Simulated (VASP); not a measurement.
# BaSi3 in VASP: further runs

Runs on BaSi3. Level: PBEsol. Tasks: single point.

Everything below comes from runs of VASP 6.6.1. Logs are shortened: lines on timing, memory, paths and dates and some standing lists are left out, and cuts for length are marked.

### Step 1. The cell of the first run

Symmetry: Pm-3m, No. 221, cubic system. Conventional cell: a = 4.532 Å, b = 4.532 Å, c = 4.532 Å, α = 90.00°, β = 90.00°, γ = 90.00°. Ba (site symmetry m-3m) has 12 Si at 3.20 Å within 4.2 Å. Si (site symmetry 4/mmm) has 4 Ba at 3.20 Å and 8 Si at 3.20 Å within 4.2 Å.

### Step 2. Single point, PBEsol

INCAR reads:

```
ALGO = Normal
EDIFF = 1E-6
ENCUT = 520
GGA = PS
ISIF = 2
ISMEAR = 0
LASPH = T
LCHARG = T
LELF = T
LREAL = F
LVHAR = T
LWAVE = F
NBANDS = 19
NELM = 100
PREC = Accurate
SIGMA = 0.05
```

KPOINTS reads:

```
k-points
0
Gamma
  8 8 8
```

POSCAR reads:

```
BaSi3
1.0
    4.5322782050      0.0000000000      0.0000000000
    0.0000000000      4.5322782050      0.0000000000
    0.0000000000      0.0000000000      4.5322782050
Ba Si
1 3
Direct
    0.0000000000      0.0000000000      0.0000000000
    0.0000000000      0.5000000000      0.5000000000
    0.5000000000      0.5000000000      0.0000000000
    0.5000000000      0.0000000000      0.5000000000
```

Potentials or basis: VASP PAW PBE potentials, release 64 (Ba_sv, Si).

On the command line:

```console
cat potpaw_PBE.64/Ba_sv/POTCAR potpaw_PBE.64/Si/POTCAR > POTCAR
mpirun -np 1 vasp_std > vasp.out
```

OUTCAR:

```text
EDIFF = 1E-6
   ENCUT = 520
   GGA = PS
   ISIF = 2
   ISMEAR = 0
   LASPH = T
   LREAL = F
   NELM = 100
   PREC = Accurate

 ion  position               nearest neighbor table
   1  0.000  0.000  0.000-   2 3.20   3 3.20   4 3.20   2 3.20   4 3.20   2 3.20   3 3.20   2 3.20
                             3 3.20   4 3.20   4 3.20   3 3.20
   2  0.000  0.500  0.500-   1 3.20   1 3.20   1 3.20   1 3.20
   3  0.500  0.500  0.000-   1 3.20   1 3.20   1 3.20   1 3.20
   4  0.500  0.000  0.500-   1 3.20   1 3.20   1 3.20   1 3.20

  LATTYP: Found a simple cubic cell.
 ALAT       =     4.5322782050

  Lattice vectors:

 A1 = (   4.5322782050,   0.0000000000,   0.0000000000)
 A2 = (   0.0000000000,   4.5322782050,   0.0000000000)
 A3 = (   0.0000000000,   0.0000000000,   4.5322782050)

Analysis of symmetry for initial positions (statically):
=====================================================================
 Subroutine PRICEL returns:
 Original cell was already a primitive cell.

 Routine SETGRP: Setting up the symmetry group for a
 simple cubic supercell.

 Subroutine GETGRP returns: Found 48 space group operations
 (whereof 48 operations were pure point group operations)
 out of a pool of 48 trial point group operations.

The static configuration has the point symmetry O_h .

Analysis of symmetry for dynamics (positions and initial velocities):
=====================================================================
 Subroutine PRICEL returns:
 Original cell was already a primitive cell.

 Routine SETGRP: Setting up the symmetry group for a
 simple cubic supercell.

 Subroutine GETGRP returns: Found 48 space group operations
 (whereof 48 operations were pure point group operations)
 out of a pool of 48 trial point group operations.

The dynamic configuration has the point symmetry O_h .

 Subroutine INISYM returns: Found 48 space group operations
 (whereof 48 operations are pure point group operations),
 and found     1 'primitive' translations

----------------------------------------------------------------------------------------

                                     Primitive cell

  volume of cell :      93.1000

  direct lattice vectors                    reciprocal lattice vectors
     4.532278205  0.000000000  0.000000000     0.220639589  0.000000000  0.000000000
     0.000000000  4.532278205  0.000000000     0.000000000  0.220639589  0.000000000
     0.000000000  0.000000000  4.532278205     0.000000000  0.000000000  0.220639589

  length of vectors
     4.532278205  4.532278205  4.532278205     0.220639589  0.220639589  0.220639589

  position of ions in fractional coordinates (direct lattice)
     0.000000000  0.000000000  0.000000000
     0.000000000  0.500000000  0.500000000
     0.500000000  0.500000000  0.000000000
     0.500000000  0.000000000  0.500000000

  ion indices of the primitive-cell ions
   primitive index   ion index
                 1           1
                 2           2
                 3           3
                 4           4

----------------------------------------------------------------------------------------

 KPOINTS: k-points

Automatic generation of k-mesh.
 Grid dimensions read from file:
 generate k-points for:    8    8    8

 Generating k-lattice:

  Cartesian coordinates                     Fractional coordinates (reciprocal lattice)
     0.027579949  0.000000000  0.000000000     0.125000000  0.000000000  0.000000000
     0.000000000  0.027579949  0.000000000     0.000000000  0.125000000  0.000000000
     0.000000000  0.000000000  0.027579949     0.000000000  0.000000000  0.125000000

  Length of vectors
     0.027579949  0.027579949  0.027579949

  Shift w.r.t. Gamma in fractional coordinates (k-lattice)
     0.000000000  0.000000000  0.000000000

 Subroutine IBZKPT returns following result:
 ===========================================

 Found     35 irreducible k-points:

 Following reciprocal coordinates:
            Coordinates               Weight
  0.000000  0.000000  0.000000      1.000000
  0.125000  0.000000  0.000000      6.000000
  0.250000  0.000000  0.000000      6.000000
  0.375000  0.000000  0.000000      6.000000
  0.500000  0.000000  0.000000      3.000000
  0.125000  0.125000  0.000000     12.000000
[... 16 lines left out ...]
  0.375000  0.375000  0.125000     24.000000
  0.500000  0.375000  0.125000     24.000000
 [... further k-points ...]
   k-points           NKPTS =     35   k-points in BZ     NKDIM =     35   number of bands    NBANDS=     19
   number of dos      NEDOS =    301   number of ions     NIONS =      4
   total plane-waves  NPLWV =  46656
   dimension x,y,z NGX =    36 NGY =   36 NGZ =   36
   dimension x,y,z NGXF=    72 NGYF=   72 NGZF=   72
   ions per type =               1   3
   NGX,Y,Z   is equivalent  to a cutoff of  13.20, 13.20, 13.20 a.u.
   NGXF,Y,Z  is equivalent  to a cutoff of  26.41, 26.41, 26.41 a.u.
 SYSTEM =  unknown system
   PREC   = accura    normal or accurate (medium, high low for compatibility)
   ISTART =      0    job   : 0-new  1-cont  2-samecut
   ICHARG =      2    charge: 1-file 2-atom 10-const
   ISPIN  =      1    spin polarized calculation?
   LNONCOLLINEAR =      F non collinear calculations
   LSORBIT =      F    spin-orbit coupling
   LASPH  =      T    aspherical Exc in radial PAW
   ENCUT  =  520.0 eV  38.22 Ry    6.18 a.u.   8.43  8.43  8.43*2*pi/ulx,y,z
   NELM   =    100;   NELMIN=  2; NELMDL= -5     # of ELM steps
   EDIFF  = 0.1E-05   stopping-criterion for ELM
   LREAL  =      F    real-space projection
   EDIFFG = 0.1E-04   stopping-criterion for IOM
   NSW    =      0    number of steps for IOM
   IBRION =     -1    ionic relax: 0-MD 1-quasi-New 2-CG
   NFREE  =      0    steps in history (QN), initial steepest desc. (CG)
   ISIF   =      2    stress and relaxation
   ISYM   =      2    0-nonsym 1-usesym 2-fastsym
   POTIM  = 0.5000    time-step for ionic-motion
   TEBEG  =    0.0;   TEEND  =   0.0 temperature during run
   PSTRESS=    0.0 pullay stress
   NELECT =      22.0000    total number of electrons
   NUPDOWN=      -1.0000    fix difference up-down
   EMIN   =  10.00;   EMAX   =-10.00  energy-range for DOS
   EFERMI =   0.00;   METHOD = LEGACY
   ISMEAR =     0;   SIGMA  =   0.05  broadening in eV -4-tet -1-fermi 0-gaus
   EFERMI_NEDOS =   21; number of points for ismear=-14 and -15
   IALGO  =     38    algorithm
   IMIX   =      4    mixing-type and parameters
     AMIX     =   0.40;   BMIX     =  1.00
     AMIX_MAG =   1.60;   BMIX_MAG =  1.00
  volume/ion in A,a.u.               =      23.27       157.07
  Fermi-wavevector in a.u.,A,eV,Ry     =   1.012121  1.912632 13.937661  1.024389
  Thomas-Fermi vector in A             =   2.145212
   LORBIT       =      0    0 simple, 1 ext, 2 COOP (PROOUT), +10 PAW based schemes
   GGA     = PS    functional components
   LHFCALC =     F    Hartree Fock is set to
   AEXX    =    0.0000 exact exchange contribution
   IVDW    =     0    specifies the selected vdW correction
   LEPSILON=     F    determine dielectric tensor
   LRPA    =     F    only Hartree local field effects (RPA)
 non-spin polarized calculation
 Gauss-broadening in eV      SIGMA  =   0.05
  energy-cutoff  :      520.00
  volume of cell :       93.10
 maximum number of plane-waves:      2526
 NGX is ok and might be reduce to    36
   NGX = 17   NGY = 17   NGZ = 17

 number of electron      21.9999999 magnetization

 Free energy of the ion-electron system (eV)
  ---------------------------------------------------
  ext. energy  EPLUGINS =         0.00000000
  ---------------------------------------------------
  free energy    TOTEN  =       -18.13919585 eV

  energy without entropy =      -18.13683079  energy(sigma->0) =      -18.13801332

 E-fermi :   4.9609     XC(G=0):  -9.9581

 val. band max:        4.9435701578   @ k =   0.1250   0.1250   0.1250
 cond. band min:       5.0331121303   @ k =   0.1250   0.1250   0.0000
 fundamental gap:      0.0895419725
 Fermi energy:         4.9608712241

 k-point     1 :       0.0000    0.0000    0.0000
  band No.  band energies     occupation
      1     -21.5741      2.00000
      2      -7.0416      2.00000
      3      -7.0416      2.00000
      4      -7.0416      2.00000
      5      -4.6950      2.00000
      6      -0.1644      2.00000
[... 11 lines left out ...]
     18       8.0905      0.00000
     19       8.0905      0.00000

 k-point     2 :       0.1250    0.0000    0.0000
  band No.  band energies     occupation
      1     -21.5710      2.00000
      2      -7.1861      2.00000
      3      -7.0313      2.00000
      4      -7.0313      2.00000
      5      -4.4798      2.00000
      6      -0.3651      2.00000
[... 11 lines left out ...]
     18       8.7247      0.00000
     19       9.1614      0.00000

 k-point     3 :       0.2500    0.0000    0.0000
  band No.  band energies     occupation
      1     -21.5634      2.00000
      2      -7.4752      2.00000
      3      -7.0062      2.00000
      4      -7.0062      2.00000
      5      -3.9586      2.00000
      6      -0.9281      2.00000
[... 11 lines left out ...]
     18       8.9284      0.00000
     19      10.0463      0.00000

 k-point     4 :       0.3750    0.0000    0.0000
  band No.  band energies     occupation
      1     -21.5558      2.00000
      2      -7.7131      2.00000
      3      -6.9808      2.00000
      4      -6.9808      2.00000
      5      -3.2816      2.00000
      6      -1.6976      2.00000
[... 407 lines left out ...]
     18      11.0139      0.00000
     19      11.3582      0.00000

 k-point    23 :       0.3750    0.3750    0.1250
  band No.  band energies     occupation
      1     -21.5360      2.00000
      2      -7.5212      2.00000
      3      -7.4588      2.00000
      4      -7.0037      2.00000
      5      -2.6383      2.00000
      6      -1.3082      2.00000
[... 11 lines left out ...]
     18      10.8903      0.00000
     19      11.6334      0.00000

 k-point    24 :       0.5000    0.3750    0.1250
  band No.  band energies     occupation
      1     -21.5331      2.00000
      2      -7.5650      2.00000
      3      -7.4544      2.00000
      4      -6.9912      2.00000
      5      -2.5593      2.00000
      6      -1.4097      2.00000
[... 11 lines left out ...]
     18      10.9013      0.00000
     19      11.4576      0.00000

 [... further k-points ...]

------------------------ aborting loop because EDIFF is reached ----------------------------------------

  FORCE on cell =-STRESS in cart. coord.  units (eV):
  Direction    XX          YY          ZZ          XY          YZ          ZX
  --------------------------------------------------------------------------------------
  -------------------------------------------------------------------------------------
  Total       -1.8567989     -1.8567989     -1.8567989      0.0000000      0.0000000     -0.0000000
  in kB      -31.9540390    -31.9540390    -31.9540390      0.0000000      0.0000000     -0.0000000
  external PRESSURE =     -31.9540390 kB  Pullay stress =       0.0000000 kB

 VOLUME and BASIS-vectors are now :
 -----------------------------------------------------------------------------
  energy-cutoff  :      520.00
  volume of cell :       93.10
      direct lattice vectors                 reciprocal lattice vectors
     4.532278205  0.000000000  0.000000000     0.220639589  0.000000000  0.000000000
     0.000000000  4.532278205  0.000000000     0.000000000  0.220639589  0.000000000
     0.000000000  0.000000000  4.532278205     0.000000000  0.000000000  0.220639589

 POSITION                                       TOTAL-FORCE (eV/Angst)
 -----------------------------------------------------------------------------------
      0.00000      0.00000      0.00000         0.000000      0.000000      0.000000
      0.00000      2.26614      2.26614         0.000000      0.000000      0.000000
      2.26614      2.26614      0.00000         0.000000      0.000000      0.000000
      2.26614      0.00000      2.26614         0.000000      0.000000      0.000000
 -----------------------------------------------------------------------------------
    total drift:                               -0.000000     -0.000000      0.000000

  FREE ENERGIE OF THE ION-ELECTRON SYSTEM (eV)
  ---------------------------------------------------
  free  energy   TOTEN  =       -18.1391958468 eV

  energy  without entropy=      -18.1368307869  energy(sigma->0) =      -18.13801332
```

It took 43 s on 1 thread of Intel Xeon Platinum 8488C (Sapphire Rapids), shared host; peak memory 0.23 GiB.

Results:

- Free energy: -18.1392 eV
- Pressure: -3.2 GPa
- Band gap on the k mesh: zero (bands 11 and 12 overlap by 1.97 eV)

Levels at points of the mesh, in eV from the Fermi level:
| k point | band 9 | band 10 | band 11 | band 12 | band 13 | band 14 |
| --- | --- | --- | --- | --- | --- | --- |
| (0.00, 0.00, 0.00) | -1.79 | -1.79 | 1.67 | 1.67 | 1.67 | 2.86 |
| (0.50, 0.00, 0.00) | -2.27 | -1.55 | 0.52 | 0.52 | 1.01 | 1.03 |
| (0.50, 0.50, 0.00) | -1.06 | -1.06 | -0.60 | -0.09 | 1.22 | 1.22 |
| (0.50, 0.50, 0.50) | -1.40 | -1.40 | -1.40 | 4.16 | 4.78 | 4.78 |

Caveat: the cell stands under tension; the PAW data sets were made with another functional, which shifts forces and pressure a little; spin-orbit coupling is left out, which moves the levels of the heavy elements.

### Step 3. Single point, PBEsol

This run uses another cell than the first one, of 21.50 Å³/atom.

INCAR reads:

```
ALGO = Normal
EDIFF = 1E-6
ENCUT = 520
GGA = PS
ISIF = 2
ISMEAR = 0
LASPH = T
LCHARG = F
LREAL = F
LWAVE = F
NBANDS = 19
NELM = 80
PREC = Accurate
SIGMA = 0.05
```

KPOINTS reads:

```
k-points
0
Gamma
  10 10 10
```

POSCAR reads:

```
BaSi3
1.0
    4.4143014413      0.0000000000      0.0000000000
    0.0000000000      4.4143014413      0.0000000000
    0.0000000000      0.0000000000      4.4143014413
Ba Si
1 3
Direct
    0.0000000000      0.0000000000      0.0000000000
    0.0000000000      0.5000000000      0.5000000000
    0.5000000000      0.5000000000      0.0000000000
    0.5000000000      0.0000000000      0.5000000000
```

Potentials or basis: VASP PAW PBE potentials, release 64 (Ba_sv, Si).

On the command line:

```console
cat potpaw_PBE.64/Ba_sv/POTCAR potpaw_PBE.64/Si/POTCAR > POTCAR
mpirun -np 1 vasp_std > vasp.out
```

It took 67 s on 1 thread of Intel Xeon Platinum 8488C (Sapphire Rapids), shared host; peak memory 0.24 GiB.

Results (log left out):

* Free energy: -18.1904 eV
* Pressure: 0.7 GPa
* Band gap on the k mesh: zero (bands 11 and 12 overlap by 1.99 eV)

Levels at points of the mesh, in eV from the Fermi level:
```
           k point  band 8  band 9  band 10  band 11  band 12  band 13  band 14  band 15
(0.00, 0.00, 0.00)   -1.88   -1.88    -1.88     1.75     1.75     1.75     2.77     2.77
(0.50, 0.00, 0.00)   -2.54   -2.54    -1.81     0.58     0.58     1.06     1.34     3.31
(0.50, 0.50, 0.00)   -3.70   -1.24    -1.24    -0.59    -0.23     1.41     1.41     3.77
(0.50, 0.50, 0.50)   -4.70   -1.29    -1.29    -1.29     4.46     5.17     5.17     5.17
```

Caveat: the PAW data sets were made with another functional, which shifts forces and pressure a little; spin-orbit coupling is left out, which moves the levels of the heavy elements.

### Step 4. Single point, PBEsol (atom 1 (Ba) moved 0.05 Å along z)

INCAR reads:

```
PREC = Accurate ; ENCUT = 520
EDIFF = 1E-7 ; ISMEAR = 0
SIGMA = 0.05 ; LREAL = False
LASPH = True ; NELM = 80
ALGO = Normal ; ISIF = 2
LWAVE = False ; LCHARG = True
GGA = PS ; LELF = True
LVHAR = True ; NBANDS = 19
```

KPOINTS reads:

```
regular mesh
0
Gamma
  8 8 8
```

Edit POSCAR of step 3 so:

```diff
@@ -8,3 +8,3 @@
 Direct
-    0.0000000000      0.0000000000      0.0000000000
+    0.0000000000      0.0000000000      0.0113268205
     0.0000000000      0.5000000000      0.5000000000
```

On the command line:

```console
cat potpaw_PBE.64/Ba_sv/POTCAR potpaw_PBE.64/Si/POTCAR > POTCAR
mpirun -np 1 vasp_std > vasp.out
```

Wall time 76 s (1 thread of Intel Xeon Platinum 8488C (Sapphire Rapids), shared host); peak memory 0.27 GiB.

It converged, with:

- Free energy: -18.1815 eV
- Pressure: 1.1 GPa
- Largest force: 0.478 eV/Å
- Band gap on the k mesh: zero (bands 11 and 12 overlap by 2.02 eV)

Forces on the atoms (eV/Å):
```
Ba   0.000  0.000 -0.478
Si   0.000  0.000  0.260
Si   0.000  0.000 -0.042
Si   0.000  0.000  0.260
```

Levels at points of the mesh, in eV from the Fermi level:
```tsv
k point	band 7	band 8	band 9	band 10	band 11	band 12	band 13	band 14	band 15	band 16
(0.00, 0.00, 0.00)	-5.16	-1.90	-1.89	-1.89	1.72	1.72	1.73	2.74	2.77	2.77
(0.50, 0.00, 0.00)	-4.29	-2.55	-2.55	-1.84	0.56	0.56	1.04	1.32	3.30	3.30
(0.00, 0.00, 0.50)	-4.29	-2.55	-2.55	-1.83	0.56	0.56	1.04	1.32	3.30	3.30
(0.50, 0.50, 0.00)	-5.97	-3.72	-1.26	-1.26	-0.60	-0.24	1.39	1.39	3.74	4.72
(0.00, 0.50, 0.50)	-5.97	-3.72	-1.27	-1.27	-0.60	-0.24	1.39	1.39	3.75	4.72
(0.50, 0.50, 0.50)	-7.10	-4.71	-1.31	-1.31	-1.30	4.43	5.11	5.15	5.15	5.66
```

Caveat: the cell differs from its parent crystal (atom 1 (Ba) moved 0.05 Å along z); the PAW data sets were made with another functional, which shifts forces and pressure a little; spin-orbit coupling is left out, which moves the levels of the heavy elements.

### Step 5. Summary

```csv
cell,k mesh,gap on the mesh (eV),pressure (GPa)
"a = 4.532 Å, 4 atoms, atomic positions A",8 × 8 × 8,none,-3.2
"a = 4.414 Å, 4 atoms, atomic positions A",10 × 10 × 10,none,0.7
"a = 4.414 Å, 4 atoms, atomic positions B",8 × 8 × 8,none,1.1
```

Alike in all rows: task single point; level PBEsol; potentials or basis VASP PAW PBE potentials, release 64 (Ba_sv, Si); no spin polarisation; cutoff (eV) 520; smearing gaussian 0.05 eV.

Caveats: the PAW data sets were made with another functional, which shifts forces and pressure a little; spin-orbit coupling is left out, which moves the levels of the heavy elements; the cell stands under tension (at least some runs).

Total energies depend on the potentials used, so only differences within one code and one set of settings carry meaning.

The gap in the log of VASP goes by the Fermi energy; the results here count the filled bands.